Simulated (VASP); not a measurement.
# Cs (P6_3/mmc) in VASP: relaxation of cell and atoms with PBE

Aim: the relaxation of cell and atoms of Cs with PBE.

Program: VASP 6.6.1. These are calculated values, not measurements. Logs are shortened: lines on timing, memory, paths and dates and some standing lists are left out, and cuts for length are marked.

## 1. The cell of the first run

The structure is hexagonal, space group P6_3/mmc (No. 194). Conventional cell: a = 5.497 Å, b = 5.497 Å, c = 8.906 Å, α = 90.00°, β = 90.00°, γ = 120.00°.

This isn't the form of Cs at room conditions, which is bcc.

## 2. Relaxation of cell and atoms, PBE

The input, INCAR:

```
PREC = Accurate ; ENCUT = 600
EDIFF = 1E-7 ; ISMEAR = -1
SIGMA = 0.05 ; LREAL = False
LASPH = True ; NELM = 100
ALGO = Normal ; ISIF = 3
LWAVE = False ; LCHARG = False
GGA = PE ; IBRION = 2
NSW = 60 ; EDIFFG = -0.005
```

The input, KPOINTS:

```
regular mesh
0
Gamma
  8 8 5
```

The input, POSCAR:

```
Cs
1.0
    5.4974881302      0.0000000000      0.0000000000
   -2.7487440651      4.7609643778      0.0000000000
    0.0000000000      0.0000000000      8.9059307710
Cs
2
Direct
    0.3333333333      0.6666666667      0.2500000000
    0.6666666667      0.3333333333      0.7500000000
```

Potentials or basis: VASP PAW PBE potentials, release 64 (Cs_sv).

Command:

```
$ cat potpaw_PBE.64/Cs_sv/POTCAR > POTCAR
$ mpirun -np 1 vasp_std > vasp.out
```

OUTCAR:

```text
PREC = Accurate
   ENCUT = 600
   EDIFF = 1E-7
   ISMEAR = -1
   LREAL = False
   LASPH = True
   NELM = 100
   ISIF = 3
   GGA = PE
   IBRION = 2
   NSW = 60
   EDIFFG = -0.005

 ion  position               nearest neighbor table
   1  0.333  0.667  0.250-
   2  0.667  0.333  0.750-

  LATTYP: Found a hexagonal cell.
 ALAT       =     5.4974881302
 C/A-ratio  =     1.6200000000

  Lattice vectors:

 A1 = (   5.4974881302,   0.0000000000,   0.0000000000)
 A2 = (  -2.7487440651,   4.7609643778,   0.0000000000)
 A3 = (   0.0000000000,   0.0000000000,   8.9059307710)

Analysis of symmetry for initial positions (statically):
=====================================================================
 Subroutine PRICEL returns:
 Original cell was already a primitive cell.

 Routine SETGRP: Setting up the symmetry group for a
 hexagonal supercell.

 Subroutine GETGRP returns: Found 24 space group operations
 (whereof 12 operations were pure point group operations)
 out of a pool of 24 trial point group operations.

The static configuration has the point symmetry D_3d.
 The point group associated with its full space group is D_6h.

Analysis of symmetry for dynamics (positions and initial velocities):
=====================================================================
 Subroutine PRICEL returns:
 Original cell was already a primitive cell.

 Routine SETGRP: Setting up the symmetry group for a
 hexagonal supercell.

 Subroutine GETGRP returns: Found 24 space group operations
 (whereof 12 operations were pure point group operations)
 out of a pool of 24 trial point group operations.

The dynamic configuration has the point symmetry D_3d.
 The point group associated with its full space group is D_6h.

 Subroutine INISYM returns: Found 24 space group operations
 (whereof 12 operations are pure point group operations),
 and found     1 'primitive' translations

----------------------------------------------------------------------------------------

                                     Primitive cell

  volume of cell :     233.0980

  direct lattice vectors                    reciprocal lattice vectors
     5.497488130  0.000000000  0.000000000     0.181901257  0.105020740  0.000000000
    -2.748744065  4.760964378  0.000000000     0.000000000  0.210041479  0.000000000
     0.000000000  0.000000000  8.905930771     0.000000000  0.000000000  0.112284726

  length of vectors
     5.497488130  5.497488130  8.905930771     0.210041479  0.210041479  0.112284726

  position of ions in fractional coordinates (direct lattice)
     0.333333333  0.666666667  0.250000000
     0.666666667  0.333333333  0.750000000

  ion indices of the primitive-cell ions
   primitive index   ion index
                 1           1
                 2           2

----------------------------------------------------------------------------------------

 KPOINTS: regular mesh

Automatic generation of k-mesh.
 Grid dimensions read from file:
 generate k-points for:    8    8    5

 Generating k-lattice:

  Cartesian coordinates                     Fractional coordinates (reciprocal lattice)
     0.022737657  0.013127592  0.000000000     0.125000000  0.000000000  0.000000000
     0.000000000  0.026255185  0.000000000     0.000000000  0.125000000  0.000000000
     0.000000000  0.000000000  0.022456945     0.000000000  0.000000000  0.200000000

  Length of vectors
     0.026255185  0.026255185  0.022456945

  Shift w.r.t. Gamma in fractional coordinates (k-lattice)
     0.000000000  0.000000000  0.000000000

 Subroutine IBZKPT returns following result:
 ===========================================

 Found     30 irreducible k-points:

 Following reciprocal coordinates:
            Coordinates               Weight
  0.000000  0.000000  0.000000      1.000000
  0.125000  0.000000  0.000000      6.000000
  0.250000  0.000000  0.000000      6.000000
  0.375000  0.000000  0.000000      6.000000
  0.500000  0.000000  0.000000      3.000000
  0.125000  0.125000  0.000000      6.000000
[... 16 lines left out ...]
  0.250000  0.000000  0.400000     12.000000
  0.375000  0.000000  0.400000     12.000000
 [... further k-points ...]
   k-points           NKPTS =     30   k-points in BZ     NKDIM =     30   number of bands    NBANDS=     13
   number of dos      NEDOS =    301   number of ions     NIONS =      2
   total plane-waves  NPLWV = 165888
   dimension x,y,z NGX =    48 NGY =   48 NGZ =   72
   dimension x,y,z NGXF=    96 NGYF=   96 NGZF=  144
   ions per type =               2
   NGX,Y,Z   is equivalent  to a cutoff of  14.52, 14.52, 13.44 a.u.
   NGXF,Y,Z  is equivalent  to a cutoff of  29.03, 29.03, 26.88 a.u.
 SYSTEM =  unknown system
   PREC   = accura    normal or accurate (medium, high low for compatibility)
   ISTART =      0    job   : 0-new  1-cont  2-samecut
   ICHARG =      2    charge: 1-file 2-atom 10-const
   ISPIN  =      1    spin polarized calculation?
   LNONCOLLINEAR =      F non collinear calculations
   LSORBIT =      F    spin-orbit coupling
   LASPH  =      T    aspherical Exc in radial PAW
   ENCUT  =  600.0 eV  44.10 Ry    6.64 a.u.  10.98 10.98 17.79*2*pi/ulx,y,z
   NELM   =    100;   NELMIN=  2; NELMDL= -5     # of ELM steps
   EDIFF  = 0.1E-06   stopping-criterion for ELM
   LREAL  =      F    real-space projection
   EDIFFG = -.5E-02   stopping-criterion for IOM
   NSW    =     60    number of steps for IOM
   IBRION =      2    ionic relax: 0-MD 1-quasi-New 2-CG
   NFREE  =      1    steps in history (QN), initial steepest desc. (CG)
   ISIF   =      3    stress and relaxation
   ISYM   =      2    0-nonsym 1-usesym 2-fastsym
   POTIM  = 0.5000    time-step for ionic-motion
   TEBEG  =    0.0;   TEEND  =   0.0 temperature during run
   PSTRESS=    0.0 pullay stress
   NELECT =      18.0000    total number of electrons
   NUPDOWN=      -1.0000    fix difference up-down
   EMIN   =  10.00;   EMAX   =-10.00  energy-range for DOS
   EFERMI =   0.00;   METHOD = LEGACY
   ISMEAR =    -1;   SIGMA  =   0.05  broadening in eV -4-tet -1-fermi 0-gaus
   EFERMI_NEDOS =   21; number of points for ismear=-14 and -15
   IALGO  =     38    algorithm
   IMIX   =      4    mixing-type and parameters
     AMIX     =   0.40;   BMIX     =  1.00
     AMIX_MAG =   1.60;   BMIX_MAG =  1.00
  volume/ion in A,a.u.               =     116.55       786.51
  Fermi-wavevector in a.u.,A,eV,Ry     =   0.697139  1.317402  6.612473  0.486003
  Thomas-Fermi vector in A             =   1.780384
   LORBIT       =      0    0 simple, 1 ext, 2 COOP (PROOUT), +10 PAW based schemes
   GGA     = PE    functional components
   LHFCALC =     F    Hartree Fock is set to
   AEXX    =    0.0000 exact exchange contribution
   IVDW    =     0    specifies the selected vdW correction
   LEPSILON=     F    determine dielectric tensor
   LRPA    =     F    only Hartree local field effects (RPA)
 conjugate gradient relaxation of ions
 non-spin polarized calculation
  energy-cutoff  :      600.00
  volume of cell :      233.10
 maximum number of plane-waves:      7811
 NGX is ok and might be reduce to    48
   NGX = 21   NGY = 21   NGZ = 35

--------------------------------------- Ionic step        1  -------------------------------------------

 number of electron      17.9999999 magnetization

 Free energy of the ion-electron system (eV)
  ---------------------------------------------------
  ext. energy  EPLUGINS =         0.00000000
  ---------------------------------------------------
  free energy    TOTEN  =        -1.70965758 eV

  energy without entropy =       -1.68556340  energy(sigma->0) =       -1.69761049

------------------------ aborting loop because EDIFF is reached ----------------------------------------

  FORCE on cell =-STRESS in cart. coord.  units (eV):
  Direction    XX          YY          ZZ          XY          YZ          ZX
  --------------------------------------------------------------------------------------
  -------------------------------------------------------------------------------------
  Total        0.0401657      0.0401657     -0.0046916      0.0000000     -0.0000000      0.0000000
  in kB        0.2760754      0.2760754     -0.0322476      0.0000000     -0.0000000      0.0000000
  external PRESSURE =       0.1733011 kB  Pullay stress =       0.0000000 kB
[... 237 lines left out ...]
  energy  without entropy=       -1.6862496535  energy(sigma->0) =       -1.69808212

--------------------------------------- Ionic step        8  -------------------------------------------

 number of electron      17.9999999 magnetization

 Free energy of the ion-electron system (eV)
  ---------------------------------------------------
  ext. energy  EPLUGINS =         0.00000000
  ---------------------------------------------------
  free energy    TOTEN  =        -1.70993688 eV

  energy without entropy =       -1.68641074  energy(sigma->0) =       -1.69817381

 E-fermi :   0.3929     XC(G=0):  -5.3508

 val. band max:        0.3665370489   @ k =   0.5000   0.0000   0.0000
 cond. band min:       0.4063522872   @ k =   0.0000   0.0000   0.0000
 fundamental gap:      0.0398152382
 Fermi energy:         0.3928762109

 k-point     1 :       0.0000    0.0000    0.0000
  band No.  band energies     occupation
      1     -23.4639      2.00000
      2     -23.4579      2.00000
      3     -10.3405      2.00000
      4     -10.2321      2.00000
      5     -10.2321      2.00000
      6     -10.2129      2.00000
      7     -10.2129      2.00000
      8     -10.2086      2.00000
      9      -1.2570      2.00000
     10       0.4064      0.86605
     11       1.1940      0.00000
     12       2.7511      0.00000
     13       2.7511      0.00000
[... 353 lines left out ...]
 k-point    24 :       0.3750    0.0000    0.4000
  band No.  band energies     occupation
      1     -23.4585      2.00000
      2     -23.4576      2.00000
      3     -10.3232      2.00000
      4     -10.3140      2.00000
      5     -10.2529      2.00000
      6     -10.2456      2.00000
      7     -10.2368      2.00000
      8     -10.2363      2.00000
      9       0.1380      1.98786
     10       0.4633      0.39289
     11       1.4629      0.00000
     12       1.5255      0.00000
     13       2.0799      0.00000

 [... further k-points ...]
[... 5 lines left out ...]
  --------------------------------------------------------------------------------------
  -------------------------------------------------------------------------------------
  Total        0.0003980      0.0003980     -0.0000376      0.0000000      0.0000000      0.0000000
  in kB        0.0027120      0.0027120     -0.0002561      0.0000000      0.0000000      0.0000000
  external PRESSURE =       0.0017226 kB  Pullay stress =       0.0000000 kB
[... 17 lines left out ...]
  FREE ENERGIE OF THE ION-ELECTRON SYSTEM (eV)
  ---------------------------------------------------
  free  energy   TOTEN  =        -1.7099368787 eV

  energy  without entropy=       -1.6864107389  energy(sigma->0) =       -1.69817381

 reached required accuracy - stopping structural energy minimisation
```

Wall time 9.5 min (1 thread of Intel Xeon Platinum 8259CL at 2.50GHz (Skylake/Cascade Lake), shared host); peak memory 0.47 GiB.

What came out:

* Free energy: -1.7099 eV
* Relaxed volume: 117.55 Å³/atom
* Relaxed cell: a = 5.534 Å, b = 5.534 Å, c = 8.864 Å, α = 90.00°, β = 90.00°, γ = 120.00°
* Space group after relaxing (to 0.1 Å): P6_3/mmc (No. 194)
* Energy gained by relaxing: 0.1 meV/atom
* Ionic steps: 8
* Pressure after relaxing: 0.0 GPa
* Band gap on the k mesh: zero (bands 9 and 10 overlap by 1.33 eV)

Step by step:
| step | energy change (eV) | largest force (eV/Å) | pressure (GPa) | volume (Å³) |
| --- | --- | --- | --- | --- |
| 1 | 0.0000 | 0.0000 | 0.02 | 233.10 |
| 2 | -0.0001 | 0.0000 | 0.01 | 233.52 |
| 3 | -0.0002 | 0.0000 | 0.00 | 234.80 |
| 4 | -0.0001 | 0.0000 | -0.02 | 237.37 |
| 5 | -0.0002 | 0.0000 | -0.01 | 235.77 |
| 6 | -0.0002 | 0.0000 | -0.01 | 235.70 |
| 7 | -0.0003 | 0.0000 | 0.00 | 235.55 |
| 8 | -0.0003 | 0.0000 | 0.00 | 235.10 |

Final structure:
```
CELL_PARAMETERS angstrom
5.53407 0.00000 0.00000
-2.76703 4.79264 0.00000
0.00000 0.00000 8.86423
ATOMIC_POSITIONS crystal
Cs 0.33333 0.66667 0.25000
Cs 0.66667 0.33333 0.75000
```

Levels at points of the mesh, in eV from the Fermi level:
```
           k point  band 6  band 7  band 8  band 9  band 10  band 11  band 12  band 13
(0.00, 0.00, 0.00)  -10.61  -10.61  -10.60   -1.65     0.01     0.80     2.36     2.36
(0.50, 0.00, 0.00)  -10.65  -10.63  -10.62   -0.03     0.32     0.81     0.97     1.66
```

Caveat: spin-orbit coupling is left out, which moves the levels of the heavy elements.
